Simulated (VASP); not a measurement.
# KCuH2 (P4_2/mmc) in VASP: single point with PBE

Aim: the single point of KCuH2 with PBE.

Everything below comes from runs of VASP 6.6.1. Logs are shortened: lines on timing, memory, paths and dates and some standing lists are left out, and cuts for length are marked.

## (1) The cell of the first run

It takes space group P4_2/mmc (No. 131, tetragonal). The conventional cell has a = 4.787 Å, b = 4.787 Å, c = 8.051 Å, α = 90.00°, β = 90.00°, γ = 90.00°. Cu (site symmetry mmm) has 2 H at 1.81 Å within 2.4 Å. H (site symmetry m2m) has 1 H at 1.17 Å within 1.6 Å. K (site symmetry -4m2) has 8 H at 3.18 Å and 8 Cu at 3.94 Å and 2 K at 4.03 Å within 4.2 Å.

## (2) Single point, PBE

The input, POSCAR:

```
KCuH2
1.0
    4.7873460000      0.0000000000      0.0000000000
    0.0000000000      4.7873460000      0.0000000000
    0.0000000000      0.0000000000      8.0513090000
Cu H K
2 4 2
Direct
    0.5000000000      0.5000000000      0.0000000000
    0.5000000000      0.5000000000      0.5000000000
    0.1219000000      0.5000000000      0.5000000000
    0.5000000000      0.1219000000      0.0000000000
    0.8781000000      0.5000000000      0.5000000000
    0.5000000000      0.8781000000      0.0000000000
    0.0000000000      0.0000000000      0.2500000000
    0.0000000000      0.0000000000      0.7500000000
```

The input, INCAR.step1:

```
SYSTEM = KCuH2
  PREC = Accurate
  ENCUT = 520
  EDIFF = 1E-7
  ISMEAR = -1
  SIGMA = 0.0294
  LREAL = .FALSE.
  LASPH = .TRUE.
  NELM = 80
  ALGO = Normal
  ISIF = 2
  LWAVE = .FALSE.
  LCHARG = .TRUE.
  LMAXMIX = 4
  GGA = PE
  NBANDS = 32
```

The input, KPOINTS.step1:

```
regular mesh
0
G
  6 6 3
  0 0 0
```

The input, INCAR.step2:

```
SYSTEM = KCuH2
  PREC = Accurate
  ENCUT = 520
  EDIFF = 1E-7
  ISMEAR = -5
  SIGMA = 0.0294
  LREAL = .FALSE.
  LASPH = .TRUE.
  NELM = 80
  ALGO = Normal
  ISIF = 2
  LWAVE = .FALSE.
  LCHARG = .FALSE.
  LMAXMIX = 4
  GGA = PE
  LORBIT = 11
  NBANDS = 32
  NEDOS = 2001
  ICHARG = 11
```

The input, KPOINTS.step2:

```
regular mesh
0
G
  9 9 5
  0 0 0
```

Potentials or basis: VASP PAW PBE potentials, release 64 (Cu, H, K_sv).

Launch:

```
$ cat potpaw_PBE.64/Cu/POTCAR potpaw_PBE.64/H/POTCAR potpaw_PBE.64/K_sv/POTCAR > POTCAR
$ cp INCAR.step1 INCAR
$ cp KPOINTS.step1 KPOINTS
$ mpirun -np 1 vasp_std > vasp.out
$ cp INCAR.step2 INCAR
$ cp KPOINTS.step2 KPOINTS
$ mpirun -np 1 vasp_std > vasp.out
```

OUTCAR:

```text
SYSTEM = KCuH2
   PREC = Accurate
   ENCUT = 520
   EDIFF = 1E-7
   ISMEAR = -5
   LREAL = .FALSE.
   LASPH = .TRUE.
   NELM = 80
   ISIF = 2
   GGA = PE
   LORBIT = 11
   ICHARG = 11

 ion  position               nearest neighbor table
   1  0.500  0.500  0.000-   4 1.81   6 1.81
   2  0.500  0.500  0.500-   3 1.81   5 1.81
   3  0.122  0.500  0.500-   2 1.81
   4  0.500  0.122  0.000-   1 1.81
   5  0.878  0.500  0.500-   2 1.81
   6  0.500  0.878  0.000-   1 1.81
   7  0.000  0.000  0.250-
   8  0.000  0.000  0.750-

  LATTYP: Found a simple tetragonal cell.
 ALAT       =     4.7873460000
 C/A-ratio  =     1.6817896597

  Lattice vectors:

 A1 = (   4.7873460000,   0.0000000000,   0.0000000000)
 A2 = (   0.0000000000,   4.7873460000,   0.0000000000)
 A3 = (   0.0000000000,   0.0000000000,   8.0513090000)

Analysis of symmetry for initial positions (statically):
=====================================================================
 Subroutine PRICEL returns:
 Original cell was already a primitive cell.

 Routine SETGRP: Setting up the symmetry group for a
 simple tetragonal supercell.

 Subroutine GETGRP returns: Found 16 space group operations
 (whereof  8 operations were pure point group operations)
 out of a pool of 16 trial point group operations.

The static configuration has the point symmetry D_2h.
 The point group associated with its full space group is D_4h.

Analysis of symmetry for dynamics (positions and initial velocities):
=====================================================================
 Subroutine PRICEL returns:
 Original cell was already a primitive cell.

 Routine SETGRP: Setting up the symmetry group for a
 simple tetragonal supercell.

 Subroutine GETGRP returns: Found 16 space group operations
 (whereof  8 operations were pure point group operations)
 out of a pool of 16 trial point group operations.

The dynamic configuration has the point symmetry D_2h.
 The point group associated with its full space group is D_4h.

 Subroutine INISYM returns: Found 16 space group operations
 (whereof  8 operations are pure point group operations),
 and found     1 'primitive' translations

----------------------------------------------------------------------------------------

                                     Primitive cell

  volume of cell :     184.5254

  direct lattice vectors                    reciprocal lattice vectors
     4.787346000  0.000000000  0.000000000     0.208884004  0.000000000  0.000000000
     0.000000000  4.787346000  0.000000000     0.000000000  0.208884004  0.000000000
     0.000000000  0.000000000  8.051309000     0.000000000  0.000000000  0.124203406

  length of vectors
     4.787346000  4.787346000  8.051309000     0.208884004  0.208884004  0.124203406

  position of ions in fractional coordinates (direct lattice)
     0.500000000  0.500000000  0.000000000
     0.500000000  0.500000000  0.500000000
     0.121900000  0.500000000  0.500000000
     0.500000000  0.121900000  0.000000000
     0.878100000  0.500000000  0.500000000
     0.500000000  0.878100000  0.000000000
     0.000000000  0.000000000  0.250000000
     0.000000000  0.000000000  0.750000000

  ion indices of the primitive-cell ions
   primitive index   ion index
                 1           1
                 2           2
                 3           3
                 4           4
                 5           5
                 6           6
                 7           7
                 8           8

----------------------------------------------------------------------------------------

 KPOINTS: regular mesh

Automatic generation of k-mesh.
 Grid dimensions read from file:
 generate k-points for:    9    9    5

 Generating k-lattice:

  Cartesian coordinates                     Fractional coordinates (reciprocal lattice)
     0.023209334  0.000000000  0.000000000     0.111111111  0.000000000  0.000000000
     0.000000000  0.023209334  0.000000000     0.000000000  0.111111111  0.000000000
     0.000000000  0.000000000  0.024840681     0.000000000  0.000000000  0.200000000

  Length of vectors
     0.023209334  0.023209334  0.024840681

  Shift w.r.t. Gamma in fractional coordinates (k-lattice)
     0.000000000  0.000000000  0.000000000

 TETIRR: Found    593 inequivalent tetrahedra from     2430

 Subroutine IBZKPT returns following result:
 ===========================================

 Found     45 irreducible k-points:

 Following reciprocal coordinates:
            Coordinates               Weight
  0.000000  0.000000  0.000000      1.000000
  0.111111  0.000000  0.000000      4.000000
  0.222222  0.000000  0.000000      4.000000
  0.333333  0.000000  0.000000      4.000000
  0.444444  0.000000  0.000000      4.000000
  0.111111  0.111111  0.000000      4.000000
[... 16 lines left out ...]
  0.333333  0.111111  0.200000     16.000000
  0.444444  0.111111  0.200000     16.000000
 [... further k-points ...]
   k-points           NKPTS =     45   k-points in BZ     NKDIM =     45   number of bands    NBANDS=     32
   number of dos      NEDOS =   2001   number of ions     NIONS =      8
   total plane-waves  NPLWV =  77760
   dimension x,y,z NGX =    36 NGY =   36 NGZ =   60
   dimension x,y,z NGXF=    72 NGYF=   72 NGZF=  120
   ions per type =               2   4   2
   NGX,Y,Z   is equivalent  to a cutoff of  12.50, 12.50, 12.39 a.u.
   NGXF,Y,Z  is equivalent  to a cutoff of  25.00, 25.00, 24.78 a.u.
 SYSTEM =  KCuH2
   PREC   = accura    normal or accurate (medium, high low for compatibility)
   ISTART =      0    job   : 0-new  1-cont  2-samecut
   ICHARG =     11    charge: 1-file 2-atom 10-const
   ISPIN  =      1    spin polarized calculation?
   LNONCOLLINEAR =      F non collinear calculations
   LSORBIT =      F    spin-orbit coupling
   LASPH  =      T    aspherical Exc in radial PAW
   ENCUT  =  520.0 eV  38.22 Ry    6.18 a.u.   8.90  8.90 14.97*2*pi/ulx,y,z
   NELM   =     80;   NELMIN=  2; NELMDL=  0     # of ELM steps
   EDIFF  = 0.1E-06   stopping-criterion for ELM
   LREAL  =      F    real-space projection
   EDIFFG = 0.1E-05   stopping-criterion for IOM
   NSW    =      0    number of steps for IOM
   IBRION =     -1    ionic relax: 0-MD 1-quasi-New 2-CG
   NFREE  =      0    steps in history (QN), initial steepest desc. (CG)
   ISIF   =      2    stress and relaxation
   ISYM   =      2    0-nonsym 1-usesym 2-fastsym
   POTIM  = 0.5000    time-step for ionic-motion
   TEBEG  =    0.0;   TEEND  =   0.0 temperature during run
   PSTRESS=    0.0 pullay stress
   NELECT =      44.0000    total number of electrons
   NUPDOWN=      -1.0000    fix difference up-down
   EMIN   =  10.00;   EMAX   =-10.00  energy-range for DOS
   EFERMI =   0.00;   METHOD = LEGACY
   ISMEAR =    -5;   SIGMA  =   0.03  broadening in eV -4-tet -1-fermi 0-gaus
   EFERMI_NEDOS =   21; number of points for ismear=-14 and -15
   IALGO  =     38    algorithm
   IMIX   =      4    mixing-type and parameters
     AMIX     =   0.40;   BMIX     =  1.00
     AMIX_MAG =   1.60;   BMIX_MAG =  1.00
  volume/ion in A,a.u.               =      23.07       155.65
  Fermi-wavevector in a.u.,A,eV,Ry     =   1.015174  1.918400 14.021859  1.030578
  Thomas-Fermi vector in A             =   2.148444
   LORBIT       =     11    0 simple, 1 ext, 2 COOP (PROOUT), +10 PAW based schemes
   GGA     = PE    functional components
   LHFCALC =     F    Hartree Fock is set to
   AEXX    =    0.0000 exact exchange contribution
   IVDW    =     0    specifies the selected vdW correction
   LEPSILON=     F    determine dielectric tensor
   LRPA    =     F    only Hartree local field effects (RPA)
 non-spin polarized calculation
 Fermi weights with tetrahedron method with Bloechl corrections
  energy-cutoff  :      520.00
  volume of cell :      184.53
 maximum number of plane-waves:      4990
 NGX is ok and might be reduce to    36

 number of electron      44.0000033 magnetization

 Free energy of the ion-electron system (eV)
  ---------------------------------------------------
  ext. energy  EPLUGINS =         0.00000000
  ---------------------------------------------------
  free energy    TOTEN  =       -20.49343477 eV

  energy without entropy =      -20.49343477  energy(sigma->0) =      -20.49343477

 E-fermi :   0.6454     XC(G=0):  -7.0023

 val. band max:        0.7232725699   @ k =   0.3333   0.0000   0.2000
 cond. band min:       0.6400095148   @ k =   0.0000   0.0000   0.2000
 fundamental gap:     -0.0832630551
 Fermi energy:         0.6453972734

 k-point     1 :       0.0000    0.0000    0.0000
  band No.  band energies     occupation
      1     -31.2824      2.00000
      2     -31.2727      2.00000
      3     -14.8812      2.00000
      4     -14.7238      2.00000
      5     -14.7238      2.00000
      6     -14.7228      2.00000
[... 24 lines left out ...]
     31       5.7503      0.00000
     32       5.9407      0.00000

 k-point     2 :       0.1111    0.0000    0.0000
  band No.  band energies     occupation
      1     -31.2823      2.00000
      2     -31.2726      2.00000
      3     -14.8803      2.00000
      4     -14.7279      2.00000
      5     -14.7234      2.00000
      6     -14.7226      2.00000
[... 24 lines left out ...]
     31       5.8483      0.00000
     32       5.8932      0.00000

 k-point     3 :       0.2222    0.0000    0.0000
  band No.  band energies     occupation
      1     -31.2820      2.00000
      2     -31.2723      2.00000
      3     -14.8780      2.00000
      4     -14.7384      2.00000
      5     -14.7226      2.00000
      6     -14.7219      2.00000
[... 24 lines left out ...]
     31       5.6499      0.00000
     32       6.0970      0.00000

 k-point     4 :       0.3333    0.0000    0.0000
  band No.  band energies     occupation
      1     -31.2817      2.00000
      2     -31.2720      2.00000
      3     -14.8754      2.00000
      4     -14.7503      2.00000
      5     -14.7272      2.00000
      6     -14.7217      2.00000
[... 24 lines left out ...]
     31       5.5849      0.00000
     32       5.6516      0.00000

 k-point     5 :       0.4444    0.0000    0.0000
  band No.  band energies     occupation
      1     -31.2814      2.00000
      2     -31.2718      2.00000
      3     -14.8736      2.00000
      4     -14.7581      2.00000
      5     -14.7331      2.00000
      6     -14.7210      2.00000
[... 584 lines left out ...]
     31       5.5231      0.00000
     32       6.1777      0.00000

 k-point    22 :       0.2222    0.1111    0.2000
  band No.  band energies     occupation
      1     -31.2810      2.00000
      2     -31.2731      2.00000
      3     -14.8626      2.00000
      4     -14.7377      2.00000
      5     -14.7353      2.00000
      6     -14.7249      2.00000
[... 24 lines left out ...]
     31       5.4319      0.00000
     32       5.8073      0.00000

 k-point    23 :       0.3333    0.1111    0.2000
  band No.  band energies     occupation
      1     -31.2806      2.00000
      2     -31.2728      2.00000
      3     -14.8602      2.00000
      4     -14.7478      2.00000
      5     -14.7359      2.00000
      6     -14.7290      2.00000
[... 24 lines left out ...]
     31       5.4513      0.00000
     32       5.6878      0.00000

 k-point    24 :       0.4444    0.1111    0.2000
  band No.  band energies     occupation
      1     -31.2804      2.00000
      2     -31.2726      2.00000
      3     -14.8586      2.00000
      4     -14.7552      2.00000
      5     -14.7354      2.00000
      6     -14.7350      2.00000
[... 24 lines left out ...]
     31       5.4148      0.00000
     32       5.6673      0.00000

 [... further k-points ...]

------------------------ aborting loop because EDIFF is reached ----------------------------------------

  FORCE on cell =-STRESS in cart. coord.  units (eV):
  Direction    XX          YY          ZZ          XY          YZ          ZX
  --------------------------------------------------------------------------------------
  -------------------------------------------------------------------------------------
  Total       -3.7245155     -3.7245155     -0.3186363     -0.0000000      0.0000000      0.0000000
  in kB      -32.3388252    -32.3388252     -2.7666214     -0.0000000      0.0000000      0.0000000
  external PRESSURE =     -22.4814240 kB  Pullay stress =       0.0000000 kB

 VOLUME and BASIS-vectors are now :
 -----------------------------------------------------------------------------
  energy-cutoff  :      520.00
  volume of cell :      184.53
      direct lattice vectors                 reciprocal lattice vectors
     4.787346000  0.000000000  0.000000000     0.208884004  0.000000000  0.000000000
     0.000000000  4.787346000  0.000000000     0.000000000  0.208884004  0.000000000
     0.000000000  0.000000000  8.051309000     0.000000000  0.000000000  0.124203406

 POSITION                                       TOTAL-FORCE (eV/Angst)
 -----------------------------------------------------------------------------------
      2.39367      2.39367      0.00000         0.000000      0.000000      0.000000
      2.39367      2.39367      4.02565         0.000000      0.000000      0.000000
      0.58358      2.39367      4.02565         0.899710      0.000000      0.000000
      2.39367      0.58358      0.00000        -0.000000      0.899710      0.000000
      4.20377      2.39367      4.02565        -0.899710      0.000000     -0.000000
      2.39367      4.20377      0.00000         0.000000     -0.899710     -0.000000
      0.00000      0.00000      2.01283         0.000000      0.000000     -0.000000
      0.00000      0.00000      6.03848         0.000000      0.000000     -0.000000
 -----------------------------------------------------------------------------------
    total drift:                                0.000000      0.000000      0.000000

  FREE ENERGIE OF THE ION-ELECTRON SYSTEM (eV)
  ---------------------------------------------------
  free  energy   TOTEN  =       -20.4934347724 eV

  energy  without entropy=      -20.4934347724  energy(sigma->0) =      -20.49343477

 total charge

# of ion       s       p       d       tot
------------------------------------------
    1        0.487   0.150   9.226   9.863
    2        0.487   0.150   9.226   9.863
    3        0.487   0.014   0.000   0.501
    4        0.487   0.014   0.000   0.501
    5        0.487   0.014   0.000   0.501
    6        0.487   0.014   0.000   0.501
    7        1.953   5.566   0.016   7.535
    8        1.953   5.566   0.016   7.535
--------------------------------------------------
tot          6.828  11.489  18.484  36.800
```

It took 10 min on 1 thread of Oxide Virtual Turin-like, shared host; peak memory 0.36 GiB.

What came out:

```
Valence electrons inside the program's atomic spheres : Cu 9.86; H 0.50; K 7.54
```

Levels at points of the mesh, in eV from the Fermi level:
```csv
k point,band 18,band 19,band 20,band 21,band 22,band 23,band 24,band 25,band 26,band 27
"(0.00, 0.00, 0.00)",-2.15,-2.15,-1.95,-0.33,-0.01,-0.01,0.51,1.05,2.89,2.89
```

Caveat: tetrahedron occupations give inexact forces and stress in metals.
